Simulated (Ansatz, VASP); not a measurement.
**One calculation of Si, two programs**

```
Si
1.0
     0.00000    2.71692    2.71692
     2.71692    0.00000    2.71692
     2.71692    2.71692    0.00000
Si
2
Cartesian
  4.0754 4.0754 4.0754
  2.7169 2.7169 2.7169
```

Alike in both runs: task relaxation of cell and atoms; functional PBEsol; k mesh 12 × 12 × 12; occupations gaussian, width 0.02 eV; no spin polarisation.

```csv
,VASP,Ansatz
version,VASP 6.6.1,Ansatz 0.2.0
potentials or method,"VASP PAW PBE potentials, release 64 (Si), cutoff 600 eV","scalar-relativistic, plane waves, PAW"
valence electrons in the cell,8,8
```

```tsv
	VASP	Ansatz	Ansatz less VASP
gap on the k mesh at the Fermi level, each at its own relaxed structure (eV)	0.46	0.46	+0.003
relaxed volume (Å³/atom)	20.08	20.06	-0.021
relaxed length of the cell vector where the two differ most in proportion (Å)	3.844	3.842	-0.0013
```

VASP's potentials were made for PBE, not for PBEsol.
